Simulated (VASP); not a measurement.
# MgO (P6_3mc) in VASP: a series of runs

Runs on MgO. Level: PBEsol. Tasks: single point, relaxation of cell and atoms.

All numbers are computed with VASP 6.6.1; they aren't measurements. Logs are shortened: lines on timing, memory, paths and dates and some standing lists are left out, and cuts for length are marked.

### 1 The cell of the first run

It takes space group P6_3mc (No. 186, hexagonal). The conventional cell has a = 3.255 Å, b = 3.255 Å, c = 10.416 Å, α = 90.00°, β = 90.00°, γ = 120.00°. Within 2.6 Å of Mg (site symmetry 3m) lie 4 O at 1.98 Å. Within 2.6 Å of Mg (site symmetry 3m) lie 4 O at 1.98 to 1.99 Å. Within 2.6 Å of O (site symmetry 3m) lie 4 Mg at 1.98 Å. Within 2.6 Å of O (site symmetry 3m) lie 4 Mg at 1.98 to 1.99 Å.

### 2 Single point, PBEsol

The input, INCAR:

```
SYSTEM = MgO
PREC = Accurate
ENCUT = 520
EDIFF = 1E-6
ISMEAR = 0
SIGMA = 0.02
LREAL = .False.
LASPH = .True.
NELM = 80
ALGO = Normal
ISIF = 2
LWAVE = .False.
LCHARG = .False.
GGA = PS
NBANDS = 26
```

The input, KPOINTS:

```
regular mesh
0
Gamma
  9 9 4
  0 0 0
```

The input, POSCAR:

```
MgO
1.0
    3.2554034470      0.0000000000      0.0000000000
   -1.6277017235      2.8192620847      0.0000000000
    0.0000000000      0.0000000000     10.4160299547
Mg O
4 4
Direct
    0.3333333333      0.6666666667      0.9695925587
    0.0000000000      0.0000000000      0.2209429155
    0.0000000000      0.0000000000      0.7209429155
    0.6666666667      0.3333333333      0.4695925587
    0.3333333333      0.6666666667      0.7799203897
    0.0000000000      0.0000000000      0.5295423161
    0.0000000000      0.0000000000      0.0295423161
    0.6666666667      0.3333333333      0.2799203897
```

Potentials or basis: VASP PAW PBE potentials, release 64 (Mg, O).

Run with:

```sh
$ cat potpaw_PBE.64/Mg/POTCAR potpaw_PBE.64/O/POTCAR > POTCAR
$ mpirun -np 1 vasp_std > vasp.out
```

OUTCAR:

```text
SYSTEM = MgO
   PREC = Accurate
   ENCUT = 520
   EDIFF = 1E-6
   ISMEAR = 0
   LREAL = .False.
   LASPH = .True.
   NELM = 80
   ISIF = 2
   GGA = PS

 ion  position               nearest neighbor table
   1  0.333  0.667  0.970-   5 1.98   7 1.98   7 1.98   7 1.98   3 3.20   3 3.20   3 3.20   2 3.22
                             2 3.22   2 3.22
   2  0.000  0.000  0.221-   8 1.98   8 1.98   8 1.98   7 1.99   4 3.20   4 3.20   4 3.20   1 3.22
                             1 3.22   1 3.22
   3  0.000  0.000  0.721-   5 1.98   5 1.98   5 1.98   6 1.99   1 3.20   1 3.20   1 3.20   4 3.22
                             4 3.22   4 3.22
   4  0.667  0.333  0.470-   8 1.98   6 1.98   6 1.98   6 1.98   2 3.20   2 3.20   2 3.20   3 3.22
                             3 3.22   3 3.22
   5  0.333  0.667  0.780-   1 1.98   3 1.98   3 1.98   3 1.98
   6  0.000  0.000  0.530-   4 1.98   4 1.98   4 1.98   3 1.99
   7  0.000  0.000  0.030-   1 1.98   1 1.98   1 1.98   2 1.99
   8  0.667  0.333  0.280-   4 1.98   2 1.98   2 1.98   2 1.98

  LATTYP: Found a hexagonal cell.
 ALAT       =     3.2554034470
 C/A-ratio  =     3.1996126208

  Lattice vectors:

 A1 = (   3.2554034470,   0.0000000000,   0.0000000000)
 A2 = (  -1.6277017235,   2.8192620847,   0.0000000000)
 A3 = (   0.0000000000,   0.0000000000,  10.4160299547)

Analysis of symmetry for initial positions (statically):
=====================================================================
 Subroutine PRICEL returns:
 Original cell was already a primitive cell.

 Routine SETGRP: Setting up the symmetry group for a
 hexagonal supercell.

 Subroutine GETGRP returns: Found 12 space group operations
 (whereof  6 operations were pure point group operations)
 out of a pool of 24 trial point group operations.

The static configuration has the point symmetry C_3v.
 The point group associated with its full space group is C_6v.

Analysis of symmetry for dynamics (positions and initial velocities):
=====================================================================
 Subroutine PRICEL returns:
 Original cell was already a primitive cell.

 Routine SETGRP: Setting up the symmetry group for a
 hexagonal supercell.

 Subroutine GETGRP returns: Found 12 space group operations
 (whereof  6 operations were pure point group operations)
 out of a pool of 24 trial point group operations.

The dynamic configuration has the point symmetry C_3v.
 The point group associated with its full space group is C_6v.

 Subroutine INISYM returns: Found 12 space group operations
 (whereof  6 operations are pure point group operations),
 and found     1 'primitive' translations

----------------------------------------------------------------------------------------

                                     Primitive cell

  volume of cell :      95.5966

  direct lattice vectors                    reciprocal lattice vectors
     3.255403447  0.000000000  0.000000000     0.307181588  0.177351372  0.000000000
    -1.627701723  2.819262085  0.000000000     0.000000000  0.354702745  0.000000000
     0.000000000  0.000000000 10.416029955     0.000000000  0.000000000  0.096005868

  length of vectors
     3.255403447  3.255403447 10.416029955     0.354702745  0.354702745  0.096005868

  position of ions in fractional coordinates (direct lattice)
     0.333333333  0.666666667  0.969592559
     0.000000000  0.000000000  0.220942915
     0.000000000  0.000000000  0.720942915
     0.666666667  0.333333333  0.469592559
     0.333333333  0.666666667  0.779920390
     0.000000000  0.000000000  0.529542316
     0.000000000  0.000000000  0.029542316
     0.666666667  0.333333333  0.279920390

  ion indices of the primitive-cell ions
   primitive index   ion index
                 1           1
                 2           2
                 3           3
                 4           4
                 5           5
                 6           6
                 7           7
                 8           8

----------------------------------------------------------------------------------------

 KPOINTS: regular mesh

Automatic generation of k-mesh.
 Grid dimensions read from file:
 generate k-points for:    9    9    4

 Generating k-lattice:

  Cartesian coordinates                     Fractional coordinates (reciprocal lattice)
     0.034131288  0.019705708  0.000000000     0.111111111  0.000000000  0.000000000
     0.000000000  0.039411416  0.000000000     0.000000000  0.111111111  0.000000000
     0.000000000  0.000000000  0.024001467     0.000000000  0.000000000  0.250000000

  Length of vectors
     0.039411416  0.039411416  0.024001467

  Shift w.r.t. Gamma in fractional coordinates (k-lattice)
     0.000000000  0.000000000  0.000000000

 Subroutine IBZKPT returns following result:
 ===========================================

 Found     36 irreducible k-points:

 Following reciprocal coordinates:
            Coordinates               Weight
  0.000000  0.000000  0.000000      1.000000
  0.111111  0.000000  0.000000      6.000000
  0.222222  0.000000  0.000000      6.000000
  0.333333  0.000000  0.000000      6.000000
  0.444444  0.000000  0.000000      6.000000
  0.111111  0.111111  0.000000      6.000000
[... 16 lines left out ...]
  0.333333  0.222222  0.250000     24.000000
  0.333333  0.333333  0.250000      4.000000
 [... further k-points ...]
   k-points           NKPTS =     36   k-points in BZ     NKDIM =     36   number of bands    NBANDS=     26
   number of dos      NEDOS =    301   number of ions     NIONS =      8
   total plane-waves  NPLWV =  46080
   dimension x,y,z NGX =    24 NGY =   24 NGZ =   80
   dimension x,y,z NGXF=    48 NGYF=   48 NGZF=  160
   ions per type =               4   4
   NGX,Y,Z   is equivalent  to a cutoff of  12.26, 12.26, 12.77 a.u.
   NGXF,Y,Z  is equivalent  to a cutoff of  24.51, 24.51, 25.54 a.u.
 SYSTEM =  MgO
   PREC   = accura    normal or accurate (medium, high low for compatibility)
   ISTART =      0    job   : 0-new  1-cont  2-samecut
   ICHARG =      2    charge: 1-file 2-atom 10-const
   ISPIN  =      1    spin polarized calculation?
   LNONCOLLINEAR =      F non collinear calculations
   LSORBIT =      F    spin-orbit coupling
   LASPH  =      T    aspherical Exc in radial PAW
   ENCUT  =  520.0 eV  38.22 Ry    6.18 a.u.   6.05  6.05 19.37*2*pi/ulx,y,z
   NELM   =     80;   NELMIN=  2; NELMDL= -5     # of ELM steps
   EDIFF  = 0.1E-05   stopping-criterion for ELM
   LREAL  =      F    real-space projection
   EDIFFG = 0.1E-04   stopping-criterion for IOM
   NSW    =      0    number of steps for IOM
   IBRION =     -1    ionic relax: 0-MD 1-quasi-New 2-CG
   NFREE  =      0    steps in history (QN), initial steepest desc. (CG)
   ISIF   =      2    stress and relaxation
   ISYM   =      2    0-nonsym 1-usesym 2-fastsym
   POTIM  = 0.5000    time-step for ionic-motion
   TEBEG  =    0.0;   TEEND  =   0.0 temperature during run
   PSTRESS=    0.0 pullay stress
   NELECT =      32.0000    total number of electrons
   NUPDOWN=      -1.0000    fix difference up-down
   EMIN   =  10.00;   EMAX   =-10.00  energy-range for DOS
   EFERMI =   0.00;   METHOD = LEGACY
   ISMEAR =     0;   SIGMA  =   0.02  broadening in eV -4-tet -1-fermi 0-gaus
   EFERMI_NEDOS =   21; number of points for ismear=-14 and -15
   IALGO  =     38    algorithm
   IMIX   =      4    mixing-type and parameters
     AMIX     =   0.40;   BMIX     =  1.00
     AMIX_MAG =   1.60;   BMIX_MAG =  1.00
  volume/ion in A,a.u.               =      11.95        80.64
  Fermi-wavevector in a.u.,A,eV,Ry     =   1.136695  2.148042 17.579758  1.292076
  Thomas-Fermi vector in A             =   2.273400
   LORBIT       =      0    0 simple, 1 ext, 2 COOP (PROOUT), +10 PAW based schemes
   GGA     = PS    functional components
   LHFCALC =     F    Hartree Fock is set to
   AEXX    =    0.0000 exact exchange contribution
   IVDW    =     0    specifies the selected vdW correction
   LEPSILON=     F    determine dielectric tensor
   LRPA    =     F    only Hartree local field effects (RPA)
 non-spin polarized calculation
 Gauss-broadening in eV      SIGMA  =   0.02
  energy-cutoff  :      520.00
  volume of cell :       95.60
 maximum number of plane-waves:      2616
   NGX = 13   NGY = 13   NGZ = 39

 number of electron      32.0000022 magnetization

 Free energy of the ion-electron system (eV)
  ---------------------------------------------------
  ext. energy  EPLUGINS =         0.00000000
  ---------------------------------------------------
  free energy    TOTEN  =       -48.93941129 eV

  energy without entropy =      -48.93941129  energy(sigma->0) =      -48.93941129

 E-fermi :   0.8941     XC(G=0):  -9.9269

 val. band max:        0.7181619849   @ k =   0.0000   0.0000   0.0000
 cond. band min:       4.1775509256   @ k =   0.0000   0.0000   0.0000
 fundamental gap:      3.4593889407
 Fermi energy:         0.8940971131

 k-point     1 :       0.0000    0.0000    0.0000
  band No.  band energies     occupation
      1     -15.1841      2.00000
      2     -14.8504      2.00000
      3     -14.8363      2.00000
      4     -14.4731      2.00000
      5      -2.4178      2.00000
      6      -1.2264      2.00000
[... 18 lines left out ...]
     25      15.0425      0.00000
     26      15.8075      0.00000

 k-point     2 :       0.1111    0.0000    0.0000
  band No.  band energies     occupation
      1     -15.1198      2.00000
      2     -14.8019      2.00000
      3     -14.7882      2.00000
      4     -14.4452      2.00000
      5      -2.2888      2.00000
      6      -1.2708      2.00000
[... 18 lines left out ...]
     25      14.7824      0.00000
     26      15.1810      0.00000

 k-point     3 :       0.2222    0.0000    0.0000
  band No.  band energies     occupation
      1     -14.9470      2.00000
      2     -14.6763      2.00000
      3     -14.6640      2.00000
      4     -14.3785      2.00000
      5      -1.9288      2.00000
      6      -1.5080      2.00000
[... 572 lines left out ...]
 k-point    23 :       0.3333    0.2222    0.2500
  band No.  band energies     occupation
      1     -14.4565      2.00000
      2     -14.4126      2.00000
      3     -14.3528      2.00000
      4     -14.3127      2.00000
      5      -1.9567      2.00000
      6      -1.8265      2.00000
[... 18 lines left out ...]
     25      13.6694      0.00000
     26      13.8193      0.00000

 k-point    24 :       0.3333    0.3333    0.2500
  band No.  band energies     occupation
      1     -14.3641      2.00000
      2     -14.3593      2.00000
      3     -14.3545      2.00000
      4     -14.3545      2.00000
      5      -1.6534      2.00000
      6      -1.6534      2.00000
[... 18 lines left out ...]
     25      13.6065      0.00000
     26      13.7498      0.00000

 [... further k-points ...]
[... 5 lines left out ...]
  --------------------------------------------------------------------------------------
  -------------------------------------------------------------------------------------
  Total       -0.1701118     -0.1701118     -0.1619906      0.0000000      0.0000000      0.0000000
  in kB       -2.8510349     -2.8510349     -2.7149258      0.0000000      0.0000000      0.0000000
  external PRESSURE =      -2.8056652 kB  Pullay stress =       0.0000000 kB

 VOLUME and BASIS-vectors are now :
 -----------------------------------------------------------------------------
  energy-cutoff  :      520.00
  volume of cell :       95.60
      direct lattice vectors                 reciprocal lattice vectors
     3.255403447  0.000000000  0.000000000     0.307181588  0.177351372  0.000000000
    -1.627701723  2.819262085  0.000000000     0.000000000  0.354702745  0.000000000
     0.000000000  0.000000000 10.416029955     0.000000000  0.000000000  0.096005868

 POSITION                                       TOTAL-FORCE (eV/Angst)
 -----------------------------------------------------------------------------------
     -0.00000      1.87951     10.09931         0.000000      0.000000     -0.000283
      0.00000      0.00000      2.30135         0.000000     -0.000000     -0.000586
      0.00000      0.00000      7.50936         0.000000      0.000000     -0.000586
      1.62770      0.93975      4.89129        -0.000000      0.000000     -0.000283
     -0.00000      1.87951      8.12367        -0.000000      0.000000     -0.000860
      0.00000      0.00000      5.51573        -0.000000     -0.000000      0.001729
      0.00000      0.00000      0.30771         0.000000      0.000000      0.001729
      1.62770      0.93975      2.91566        -0.000000      0.000000     -0.000860
 -----------------------------------------------------------------------------------
    total drift:                               -0.000000     -0.000001     -0.001696

  FREE ENERGIE OF THE ION-ELECTRON SYSTEM (eV)
  ---------------------------------------------------
  free  energy   TOTEN  =       -48.9394112864 eV

  energy  without entropy=      -48.9394112864  energy(sigma->0) =      -48.93941129
```

Wall time 32 s (1 thread of Intel Xeon 6975P-C (Granite Rapids), shared host); peak memory 0.23 GiB.

What came out:

```
Free energy            : -48.9394 eV
Pressure               : -0.3 GPa
Band gap on the k mesh : 3.46 eV, direct
```

Caveat: the PAW data sets were made with another functional, which shifts forces and pressure a little. A hybrid or GW would open this gap; PBEsol tends to underestimate it.

### 3 Single point, PBEsol

The input, INCAR:

```
SYSTEM = MgO
PREC = Accurate ; ENCUT = 520
EDIFF = 1E-6 ; ISMEAR = 0
SIGMA = 0.05 ; LREAL = .FALSE.
LASPH = .TRUE. ; NELM = 80
ALGO = Normal ; ISIF = 2
LWAVE = .FALSE. ; LCHARG = .FALSE.
GGA = PS ; NBANDS = 26
```

The input, KPOINTS:

```
regular mesh
0
G
  9 9 4
  0 0 0
```

POSCAR is that of step 2.

Potentials or basis: VASP PAW PBE potentials, release 64 (Mg, O).

Run with:

```sh
$ cat potpaw_PBE.64/Mg/POTCAR potpaw_PBE.64/O/POTCAR > POTCAR
$ mpirun -np 1 vasp_std > vasp.out
```

Run time: 34 s. Hardware: 1 thread of Intel Xeon 6975P-C (Granite Rapids), shared host; peak memory 0.24 GiB.

It converged, with:

```yaml
Free_energy: -48.9394 eV
Pressure: -0.3 GPa
Band_gap_on_the_k_mesh: 3.46 eV, direct
```

Levels at points of the mesh, in eV from the valence-band top:
| k point | band 13 | band 14 | band 15 | band 16 | band 17 | band 18 | band 19 | band 20 |
| --- | --- | --- | --- | --- | --- | --- | --- | --- |
| (0.00, 0.00, 0.00) | -0.23 | -0.12 | -0.12 | 0.00 | 3.46 | 5.81 | 5.92 | 8.52 |
| (0.00, 0.00, 0.50) | -0.16 | -0.16 | -0.16 | -0.16 | 4.30 | 4.30 | 7.43 | 7.43 |

Caveat: the PAW data sets were made with another functional, which shifts forces and pressure a little. A k mesh can miss the band edges.

### 4 Relaxation of cell and atoms, PBEsol

This run uses another cell than the first one, of 11.88 Å³/atom, 0.994 times its volume.

The input, INCAR:

```
  PREC = Accurate
  ENCUT = 600
  EDIFF = 1E-6
  ISMEAR = 0
  SIGMA = 0.02
  LREAL = False
  LASPH = True
  NELM = 60
  ALGO = Normal
  ISIF = 3
  LWAVE = False
  LCHARG = False
  GGA = PS
  IBRION = 2
  NSW = 100
  EDIFFG = -0.005
```

The input, KPOINTS:

```
regular mesh
0
Gamma
  9 9 4
```

The input, POSCAR:

```
MgO
1.0
    3.2505941898      0.0000000000      0.0000000000
   -1.6252970949      2.8150971457      0.0000000000
    0.0000000000      0.0000000000     10.3863377325
Mg O
4 4
Direct
    0.3333333300      0.6666666700      0.9696623800
    0.0000000000      0.0000000000      0.2210023100
    0.0000000000      0.0000000000      0.7210023100
    0.6666666700      0.3333333300      0.4696623800
    0.3333333300      0.6666666700      0.7798401500
    0.0000000000      0.0000000000      0.5294933400
    0.0000000000      0.0000000000      0.0294933400
    0.6666666700      0.3333333300      0.2798401500
```

Run with:

```sh
$ cat potpaw_PBE.64/Mg/POTCAR potpaw_PBE.64/O/POTCAR > POTCAR
$ mpirun -np 1 vasp_std > vasp.out
```

Wall time 69 s (1 thread of Intel Xeon 6975P-C (Granite Rapids), shared host); peak memory 0.29 GiB.

Results (log left out):

- Free energy: -48.9496 eV
- Relaxed volume: 11.91 Å³/atom
- Relaxed cell: a = 3.252 Å, b = 3.252 Å, c = 10.397 Å, α = 90.00°, β = 90.00°, γ = 120.00°
- Space group after relaxing (to 0.05 Å): P6_3mc (No. 186)
- Energy gained by relaxing: 0.0 meV/atom
- Ionic steps: 3
- Pressure after relaxing: 0.0 GPa
- Largest force after relaxing: 0.005 eV/Å
- Band gap on the k mesh: 3.48 eV, direct

Forces in eV/Å, atoms in the order of the input:
```
Mg   0.000  0.000 -0.004
Mg   0.000  0.000 -0.003
Mg   0.000  0.000 -0.003
Mg   0.000  0.000 -0.004
O    0.000  0.000  0.005
O    0.000  0.000  0.003
O    0.000  0.000  0.003
O    0.000  0.000  0.005
```

Step by step:
```tsv
step	energy change (eV)	largest force (eV/Å)	pressure (GPa)	volume (Å³)
1	0.0000	0.0046	0.27	95.04
2	-0.0002	0.0069	-0.10	95.32
3	-0.0002	0.0046	-0.01	95.25
```

Final structure:
```
Mg O
1.0
     3.25241    0.00000    0.00000
    -1.62620    2.81667    0.00000
     0.00000    0.00000   10.39695
Mg O
4 4
Direct
  0.33333 0.66667 0.96967
  0.00000 0.00000 0.22102
  0.00000 0.00000 0.72102
  0.66667 0.33333 0.46967
  0.33333 0.66667 0.77983
  0.00000 0.00000 0.52948
  0.00000 0.00000 0.02948
  0.66667 0.33333 0.27983
```

Levels at points of the mesh, in eV from the valence-band top:
```tsv
k point	band 12	band 13	band 14	band 15	band 16	band 17	band 18	band 19	band 20	band 21
(0.00, 0.00, 0.00)	-0.24	-0.24	-0.13	-0.13	0.00	3.48	5.83	5.94	8.55	9.76
(0.00, 0.00, 0.50)	-0.33	-0.16	-0.16	-0.16	-0.16	4.32	4.32	7.45	7.45	10.99
```

Caveat: the PAW data sets were made with another functional, which shifts forces and pressure a little. Expect the measured gap to be larger: semilocal functionals such as PBEsol lack the derivative discontinuity.

### 5 The runs side by side

| task | cell | cutoff (eV) | smearing | gap on the mesh (eV) | pressure (GPa) |
| --- | --- | --- | --- | --- | --- |
| single point | a = 3.255, b = 3.255, c = 10.416 Å, angles 90.0, 90.0, 120.0°, 8 atoms | 520 | gaussian 0.02 eV | 3.46 | -0.3 |
| single point | a = 3.255, b = 3.255, c = 10.416 Å, angles 90.0, 90.0, 120.0°, 8 atoms | 520 | gaussian 0.05 eV | 3.46 | -0.3 |
| relaxation of cell and atoms | relaxed from a = 3.251, b = 3.251, c = 10.386 Å, angles 90.0, 90.0, 120.0°, 8 atoms | 600 | gaussian 0.02 eV | 3.48 | 0.0 |

Alike in all rows: level PBEsol; potentials or basis VASP PAW PBE potentials, release 64 (Mg, O); no spin polarisation; k mesh 9 × 9 × 4.

Caveats: the PAW data sets were made with another functional, which shifts forces and pressure a little.

Total energies depend on the potentials used, so only differences within one code and one set of settings carry meaning.
